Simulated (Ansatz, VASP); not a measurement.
**NaBe in VASP and in Ansatz**

```
Na Be
1.0
     2.70896    0.00000    0.00000
     0.00000    2.70896    0.00000
     0.00000    0.00000    4.81543
Na Be
1 1
Direct
  0.50000 0.50000 0.50000
  0.00000 0.00000 0.00000
```

Alike in both runs: functional PBE; k mesh 20 × 20 × 12; occupations gaussian, width 0.1 eV; no spin polarisation.

Ansatz relaxed the structure, and its values are those at the end. VASP's run is a single point on that final structure, the one shown.

|  | VASP | Ansatz |
| --- | --- | --- |
| version | VASP 6.6.1 | Ansatz 0.2.0 |
| potentials or method | VASP PAW PBE potentials, release 64 (Na_pv, Be), cutoff 520 eV | scalar-relativistic, plane waves, PAW |
| valence electrons in the cell | 9 | 11 |

|  | VASP | Ansatz | Ansatz less VASP |
| --- | --- | --- | --- |
| gap on the k mesh at the Fermi level (eV) | none | none | - |
| pressure (GPa) | 0.1 | 0.0 | -0.06 |

A gap of «none» marks a metal or a gap that the smearing closes. VASP's potentials hold 9 valence electrons a cell and Ansatz's 11, so a difference there can come from the potentials and not from the codes.
